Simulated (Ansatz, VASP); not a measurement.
# BeTe in VASP and in Ansatz

```
Be Te
1.0
     0.00000    2.86566    2.86566
     2.86566    0.00000    2.86566
     2.86566    2.86566    0.00000
Be Te
1 1
Direct
  0.00000 0.00000 0.00000
  0.25000 0.25000 0.25000
```

Alike in both runs: functional r2SCAN; k mesh 8 × 8 × 8; occupations fermi-dirac, width 0.02 eV; no spin polarisation.

Ansatz relaxed the structure, and its values are those at the end. VASP's run is a single point on that final structure, the one shown.

|  | VASP | Ansatz |
| --- | --- | --- |
| version | VASP 6.6.1 | Ansatz 0.2.0 |
| potentials or method | VASP PAW PBE potentials, release 64 (Be, Te), cutoff 520 eV | PAW plane waves |
| valence electrons in the cell | 8 | 18 |

VASP gave:

| Item | Value |
| --- | --- |
| gap on the k mesh at the Fermi level (eV) | 2.46 |
| pressure (GPa) | -2.0 |

Question: Estimate Ansatz's values.

Answer: gap on the k mesh at the Fermi level (eV): 2.47; pressure (GPa): -2.1.

VASP's potentials were made for PBE, not for r2SCAN. VASP's potentials hold 8 valence electrons a cell and Ansatz's 18, so a difference there can come from the potentials and not from the codes. Ansatz's warnings: stress scf threshold loose.

Neither program's run includes spin-orbit coupling.
